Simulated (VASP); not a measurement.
# SiW2 (P4/nmm) in VASP: further runs

SiW2 is run at these levels: PBE; tasks: single point.

Everything below comes from runs of VASP 6.6.1. Logs are shortened: lines on timing, memory, paths and dates and some standing lists are left out, and cuts for length are marked.

## (1) The cell of the first run

The structure is tetragonal, space group P4/nmm (No. 129). The conventional cell has a = 3.695 Å, b = 3.695 Å, c = 6.753 Å, α = 90.00°, β = 90.00°, γ = 90.00°. Si (site symmetry 4mm) has 9 W at 2.53 to 2.67 Å within 3.3 Å. W (site symmetry -4m2) has 8 W at 2.61 to 2.95 Å and 4 Si at 2.67 Å within 3.4 Å. W (site symmetry 4mm) has 5 Si at 2.53 to 2.64 Å and 4 W at 2.95 Å within 3.3 Å.

## (2) Single point, PBE

The input, INCAR:

```
PREC = Accurate ; ENCUT = 520
EDIFF = 1E-6 ; ISMEAR = 0
SIGMA = 0.1 ; LREAL = F
LASPH = T ; NELM = 80
ALGO = Fast ; ISIF = 2
LWAVE = F ; LCHARG = F
GGA = PE ; NBANDS = 41
```

The input, KPOINTS:

```
regular mesh
0
Gamma
  6 6 4
```

The input, POSCAR:

```
SiW2
1.0
    3.6954156442      0.0000000000      0.0000000000
    0.0000000000      3.6954156442      0.0000000000
    0.0000000000      0.0000000000      6.7532712273
Si W
2 4
Direct
    0.0000000000      0.5000000000      0.7143511265
    0.5000000000      0.0000000000      0.2856488735
    0.0000000000      0.0000000000      0.0000000000
    0.5000000000      0.5000000000      0.0000000000
    0.0000000000      0.5000000000      0.3402506299
    0.5000000000      0.0000000000      0.6597493701
```

Potentials or basis: VASP PAW PBE potentials, release 64 (Si, W_sv).

Run with:

```bash
cat potpaw_PBE.64/Si/POTCAR potpaw_PBE.64/W_sv/POTCAR > POTCAR
mpirun -np 1 vasp_std > vasp.out
```

OUTCAR:

```text
PREC = Accurate
   ENCUT = 520
   EDIFF = 1E-6
   ISMEAR = 0
   LREAL = F
   LASPH = T
   NELM = 80
   ISIF = 2
   GGA = PE

 ion  position               nearest neighbor table
   1  0.000  0.500  0.714-   5 2.53   6 2.64   6 2.64   6 2.64   6 2.64   3 2.67   4 2.67   4 2.67
                             3 2.67
   2  0.500  0.000  0.286-   6 2.53   5 2.64   5 2.64   5 2.64   5 2.64   3 2.67   3 2.67   4 2.67
                             4 2.67
   3  0.000  0.000  0.000-   4 2.61   4 2.61   4 2.61   4 2.61   2 2.67   2 2.67   1 2.67   1 2.67
                             5 2.95   6 2.95   6 2.95   5 2.95
   4  0.500  0.500  0.000-   3 2.61   3 2.61   3 2.61   3 2.61   2 2.67   1 2.67   1 2.67   2 2.67
                             5 2.95   6 2.95   5 2.95   6 2.95
   5  0.000  0.500  0.340-   1 2.53   2 2.64   2 2.64   2 2.64   2 2.64   3 2.95   4 2.95   4 2.95
                             3 2.95   6 3.39   6 3.39   6 3.39   6 3.39
   6  0.500  0.000  0.660-   2 2.53   1 2.64   1 2.64   1 2.64   1 2.64   4 2.95   4 2.95   3 2.95
                             3 2.95   5 3.39   5 3.39   5 3.39   5 3.39

  LATTYP: Found a simple tetragonal cell.
 ALAT       =     3.6954156442
 C/A-ratio  =     1.8274727061

  Lattice vectors:

 A1 = (   3.6954156442,   0.0000000000,   0.0000000000)
 A2 = (   0.0000000000,   3.6954156442,   0.0000000000)
 A3 = (   0.0000000000,   0.0000000000,   6.7532712273)

Analysis of symmetry for initial positions (statically):
=====================================================================
 Subroutine PRICEL returns:
 Original cell was already a primitive cell.

 Routine SETGRP: Setting up the symmetry group for a
 simple tetragonal supercell.

 Subroutine GETGRP returns: Found 16 space group operations
 (whereof  8 operations were pure point group operations)
 out of a pool of 16 trial point group operations.

The static configuration has the point symmetry D_2d.
 The point group associated with its full space group is D_4h.

Analysis of symmetry for dynamics (positions and initial velocities):
=====================================================================
 Subroutine PRICEL returns:
 Original cell was already a primitive cell.

 Routine SETGRP: Setting up the symmetry group for a
 simple tetragonal supercell.

 Subroutine GETGRP returns: Found 16 space group operations
 (whereof  8 operations were pure point group operations)
 out of a pool of 16 trial point group operations.

The dynamic configuration has the point symmetry D_2d.
 The point group associated with its full space group is D_4h.

 Subroutine INISYM returns: Found 16 space group operations
 (whereof  8 operations are pure point group operations),
 and found     1 'primitive' translations

----------------------------------------------------------------------------------------

                                     Primitive cell

  volume of cell :      92.2233

  direct lattice vectors                    reciprocal lattice vectors
     3.695415644  0.000000000  0.000000000     0.270605555  0.000000000  0.000000000
     0.000000000  3.695415644  0.000000000     0.000000000  0.270605555  0.000000000
     0.000000000  0.000000000  6.753271227     0.000000000  0.000000000  0.148076386

  length of vectors
     3.695415644  3.695415644  6.753271227     0.270605555  0.270605555  0.148076386

  position of ions in fractional coordinates (direct lattice)
     0.000000000  0.500000000  0.714351126
     0.500000000  0.000000000  0.285648874
     0.000000000  0.000000000  0.000000000
     0.500000000  0.500000000  0.000000000
     0.000000000  0.500000000  0.340250630
     0.500000000  0.000000000  0.659749370

  ion indices of the primitive-cell ions
   primitive index   ion index
                 1           1
                 2           2
                 3           3
                 4           4
                 5           5
                 6           6

----------------------------------------------------------------------------------------

 KPOINTS: regular mesh

Automatic generation of k-mesh.
 Grid dimensions read from file:
 generate k-points for:    6    6    4

 Generating k-lattice:

  Cartesian coordinates                     Fractional coordinates (reciprocal lattice)
     0.045100926  0.000000000  0.000000000     0.166666667  0.000000000  0.000000000
     0.000000000  0.045100926  0.000000000     0.000000000  0.166666667  0.000000000
     0.000000000  0.000000000  0.037019097     0.000000000  0.000000000  0.250000000

  Length of vectors
     0.045100926  0.045100926  0.037019097

  Shift w.r.t. Gamma in fractional coordinates (k-lattice)
     0.000000000  0.000000000  0.000000000

 Subroutine IBZKPT returns following result:
 ===========================================

 Found     30 irreducible k-points:

 Following reciprocal coordinates:
            Coordinates               Weight
  0.000000  0.000000  0.000000      1.000000
  0.166667  0.000000  0.000000      4.000000
  0.333333  0.000000  0.000000      4.000000
  0.500000  0.000000  0.000000      2.000000
  0.166667  0.166667  0.000000      4.000000
  0.333333  0.166667  0.000000      8.000000
[... 16 lines left out ...]
  0.333333  0.000000  0.500000      4.000000
  0.500000  0.000000  0.500000      2.000000
 [... further k-points ...]
   k-points           NKPTS =     30   k-points in BZ     NKDIM =     30   number of bands    NBANDS=     41
   number of dos      NEDOS =    301   number of ions     NIONS =      6
   total plane-waves  NPLWV =  39200
   dimension x,y,z NGX =    28 NGY =   28 NGZ =   50
   dimension x,y,z NGXF=    56 NGYF=   56 NGZF=  100
   ions per type =               2   4
   NGX,Y,Z   is equivalent  to a cutoff of  12.60, 12.60, 12.31 a.u.
   NGXF,Y,Z  is equivalent  to a cutoff of  25.19, 25.19, 24.62 a.u.
 SYSTEM =  unknown system
   PREC   = accura    normal or accurate (medium, high low for compatibility)
   ISTART =      0    job   : 0-new  1-cont  2-samecut
   ICHARG =      2    charge: 1-file 2-atom 10-const
   ISPIN  =      1    spin polarized calculation?
   LNONCOLLINEAR =      F non collinear calculations
   LSORBIT =      F    spin-orbit coupling
   LASPH  =      T    aspherical Exc in radial PAW
   ENCUT  =  520.0 eV  38.22 Ry    6.18 a.u.   6.87  6.87 12.56*2*pi/ulx,y,z
   NELM   =     80;   NELMIN=  2; NELMDL= -5     # of ELM steps
   EDIFF  = 0.1E-05   stopping-criterion for ELM
   LREAL  =      F    real-space projection
   EDIFFG = 0.1E-04   stopping-criterion for IOM
   NSW    =      0    number of steps for IOM
   IBRION =     -1    ionic relax: 0-MD 1-quasi-New 2-CG
   NFREE  =      0    steps in history (QN), initial steepest desc. (CG)
   ISIF   =      2    stress and relaxation
   ISYM   =      2    0-nonsym 1-usesym 2-fastsym
   POTIM  = 0.5000    time-step for ionic-motion
   TEBEG  =    0.0;   TEEND  =   0.0 temperature during run
   PSTRESS=    0.0 pullay stress
   NELECT =      64.0000    total number of electrons
   NUPDOWN=      -1.0000    fix difference up-down
   EMIN   =  10.00;   EMAX   =-10.00  energy-range for DOS
   EFERMI =   0.00;   METHOD = LEGACY
   ISMEAR =     0;   SIGMA  =   0.10  broadening in eV -4-tet -1-fermi 0-gaus
   EFERMI_NEDOS =   21; number of points for ismear=-14 and -15
   IALGO  =     68    algorithm
   IMIX   =      4    mixing-type and parameters
     AMIX     =   0.40;   BMIX     =  1.00
     AMIX_MAG =   1.60;   BMIX_MAG =  1.00
  volume/ion in A,a.u.               =      15.37       103.73
  Fermi-wavevector in a.u.,A,eV,Ry     =   1.449399  2.738967 28.582532  2.100757
  Thomas-Fermi vector in A             =   2.567130
   LORBIT       =      0    0 simple, 1 ext, 2 COOP (PROOUT), +10 PAW based schemes
   GGA     = PE    functional components
   LHFCALC =     F    Hartree Fock is set to
   AEXX    =    0.0000 exact exchange contribution
   IVDW    =     0    specifies the selected vdW correction
   LEPSILON=     F    determine dielectric tensor
   LRPA    =     F    only Hartree local field effects (RPA)
 non-spin polarized calculation
 RMM-DIIS sequential band-by-band and
 Gauss-broadening in eV      SIGMA  =   0.10
  energy-cutoff  :      520.00
  volume of cell :       92.22
 maximum number of plane-waves:      2506
 NGX is ok and might be reduce to    28
   NGX = 13   NGY = 13   NGZ = 25

 number of electron      63.9999995 magnetization

 Free energy of the ion-electron system (eV)
  ---------------------------------------------------
  ext. energy  EPLUGINS =         0.00000000
  ---------------------------------------------------
  free energy    TOTEN  =       -62.02665298 eV

  energy without entropy =      -62.00039707  energy(sigma->0) =      -62.01352502

 E-fermi :  10.9326     XC(G=0): -12.8223

 val. band max:       10.9315287985   @ k =   0.0000   0.0000   0.2500
 cond. band min:      10.9395658295   @ k =   0.3333   0.0000   0.5000
 fundamental gap:      0.0080370310
 Fermi energy:        10.9325579738

 k-point     1 :       0.0000    0.0000    0.0000
  band No.  band energies     occupation
      1     -63.2676      2.00000
      2     -63.2563      2.00000
      3     -63.1551      2.00000
      4     -62.9482      2.00000
      5     -27.9523      2.00000
      6     -27.9523      2.00000
[... 33 lines left out ...]
     40      14.4226      0.00000
     41      14.6953      0.00000

 k-point     2 :       0.1667    0.0000    0.0000
  band No.  band energies     occupation
      1     -63.2659      2.00000
      2     -63.2566      2.00000
      3     -63.1420      2.00000
      4     -62.9623      2.00000
      5     -27.8929      2.00000
      6     -27.8813      2.00000
[... 33 lines left out ...]
     40      13.6119      0.00000
     41      15.0856      0.00000

 k-point     3 :       0.3333    0.0000    0.0000
  band No.  band energies     occupation
      1     -63.2624      2.00000
      2     -63.2574      2.00000
      3     -63.1050      2.00000
      4     -63.0008      2.00000
      5     -27.7257      2.00000
      6     -27.6928      2.00000
[... 875 lines left out ...]
      2     -63.2593      2.00000
      3     -63.1049      2.00000
      4     -63.0008      2.00000
      5     -27.7386      2.00000
      6     -27.6886      2.00000
[... 33 lines left out ...]
     40      13.9259      0.00000
     41      15.0571      0.00000

 k-point    24 :       0.5000    0.0000    0.5000
  band No.  band energies     occupation
      1     -63.2593      2.00000
      2     -63.2593      2.00000
      3     -63.0532      2.00000
      4     -63.0532      2.00000
      5     -27.6104      2.00000
      6     -27.6104      2.00000
[... 33 lines left out ...]
     40      13.3966      0.00000
     41      15.1360      0.00000

 [... further k-points ...]

------------------------ aborting loop because EDIFF is reached ----------------------------------------

  FORCE on cell =-STRESS in cart. coord.  units (eV):
  Direction    XX          YY          ZZ          XY          YZ          ZX
  --------------------------------------------------------------------------------------
  -------------------------------------------------------------------------------------
  Total        0.3671463      0.3671463     -0.0762227      0.0000000      0.0000000      0.0000000
  in kB        6.3783582      6.3783582     -1.3242025      0.0000000      0.0000000      0.0000000
  external PRESSURE =       3.8108380 kB  Pullay stress =       0.0000000 kB

 VOLUME and BASIS-vectors are now :
 -----------------------------------------------------------------------------
  energy-cutoff  :      520.00
  volume of cell :       92.22
      direct lattice vectors                 reciprocal lattice vectors
     3.695415644  0.000000000  0.000000000     0.270605555  0.000000000  0.000000000
     0.000000000  3.695415644  0.000000000     0.000000000  0.270605555  0.000000000
     0.000000000  0.000000000  6.753271227     0.000000000  0.000000000  0.148076386

 POSITION                                       TOTAL-FORCE (eV/Angst)
 -----------------------------------------------------------------------------------
      0.00000      1.84771      4.82421         0.000000      0.000000     -0.024992
      1.84771      0.00000      1.92906        -0.000000     -0.000000      0.024992
      0.00000      0.00000      0.00000        -0.000000     -0.000000      0.000000
      1.84771      1.84771      0.00000        -0.000000      0.000000      0.000000
      0.00000      1.84771      2.29780         0.000000     -0.000000      0.046622
      1.84771      0.00000      4.45547        -0.000000     -0.000000     -0.046622
 -----------------------------------------------------------------------------------
    total drift:                                0.000000      0.000000     -0.000000

  FREE ENERGIE OF THE ION-ELECTRON SYSTEM (eV)
  ---------------------------------------------------
  free  energy   TOTEN  =       -62.0266529763 eV

  energy  without entropy=      -62.0003970722  energy(sigma->0) =      -62.01352502
```

Run time: 52 s. Hardware: 1 thread of Intel Xeon 6975P-C (Granite Rapids), shared host; peak memory 0.24 GiB.

Results:

- Free energy: -62.0267 eV
- Pressure: 0.4 GPa
- Largest force: 0.047 eV/Å
- Band gap on the k mesh: zero (band 32 reaches 11.30 eV, above the bottom of band 33 at 10.40 eV)

Forces in eV/Å, atoms in the order of the input:
```
Si   0.000  0.000 -0.025
Si   0.000  0.000  0.025
W    0.000  0.000  0.000
W    0.000  0.000  0.000
W    0.000  0.000  0.047
W    0.000  0.000 -0.047
```

Caveat: spin-orbit coupling is left out, which moves the levels of the heavy elements.

## (3) Single point, PBE

This run uses another cell than the first one, of 13.89 Å³/atom, 0.904 times its volume.

The input, INCAR:

```
ALGO = Normal
EDIFF = 1E-6
ENCUT = 520
GGA = PE
ISIF = 2
ISMEAR = 0
LASPH = T
LCHARG = F
LREAL = F
LWAVE = F
NBANDS = 41
NELM = 60
PREC = Accurate
SIGMA = 0.1
```

The input, KPOINTS:

```
k-points
0
Gamma
  6 6 4
```

The input, POSCAR:

```
SiW2
1.0
    3.4372380600      0.0000000000      0.0000000000
    0.0000000000      3.4372380600      0.0000000000
    0.0000000000      0.0000000000      7.0542330000
Si W
2 4
Direct
    0.0000000000      0.5000000000      0.7260538900
    0.5000000000      0.0000000000      0.2739461100
    0.0000000000      0.0000000000      0.0000000000
    0.5000000000      0.5000000000      0.0000000000
    0.0000000000      0.5000000000      0.3686291600
    0.5000000000      0.0000000000      0.6313708400
```

Potentials or basis: VASP PAW PBE potentials, release 64 (Si, W_sv).

Run with:

```bash
cat potpaw_PBE.64/Si/POTCAR potpaw_PBE.64/W_sv/POTCAR > POTCAR
mpirun -np 1 vasp_std > vasp.out
```

It took 42 s on 1 thread of Intel Xeon 6975P-C (Granite Rapids), shared host; peak memory 0.23 GiB.

It converged, with:

| Property | Result |
| --- | --- |
| Free energy | -59.9323 eV |
| Pressure | 32.7 GPa |
| Largest force | 1.346 eV/Å |
| Band gap on the k mesh | zero (band 32 reaches 13.58 eV, above the bottom of band 33 at 12.37 eV) |

Forces on the atoms (eV/Å):
```
Si   0.000  0.000 -0.748
Si   0.000  0.000  0.748
W    0.000  0.000  0.000
W    0.000  0.000  0.000
W    0.000  0.000 -1.346
W    0.000  0.000  1.346
```

Stress tensor (GPa, compression positive):
```
47.41  0.00  0.00
 0.00 47.41  0.00
 0.00  0.00  3.41
```

Levels at points of the mesh, in eV from the Fermi level:
```csv
k point,band 28,band 29,band 30,band 31,band 32,band 33,band 34,band 35,band 36,band 37
"(0.00, 0.00, 0.00)",-1.89,-1.89,-1.40,-0.35,-0.17,-0.17,0.10,0.80,0.80,0.85
"(0.50, 0.00, 0.00)",-3.36,-1.51,-1.51,-1.02,-1.02,0.71,0.71,0.88,0.88,1.05
"(0.50, 0.50, 0.00)",-3.46,-1.76,-1.76,0.68,0.68,0.79,0.79,1.52,1.52,2.93
"(0.00, 0.00, 0.50)",-1.93,-1.93,-1.48,-1.00,-1.00,0.14,0.20,1.91,1.97,1.97
"(0.50, 0.00, 0.50)",-2.39,-2.29,-2.29,-0.87,-0.87,-0.35,-0.35,0.75,0.75,1.31
"(0.50, 0.50, 0.50)",-3.48,-3.32,-3.32,0.82,0.82,0.85,0.85,1.51,1.51,2.44
```

Caveat: spin-orbit coupling is left out, which moves the levels of the heavy elements; forces of over 1 eV/Å act on the atoms, so gaps and moduli don't describe the material at rest.
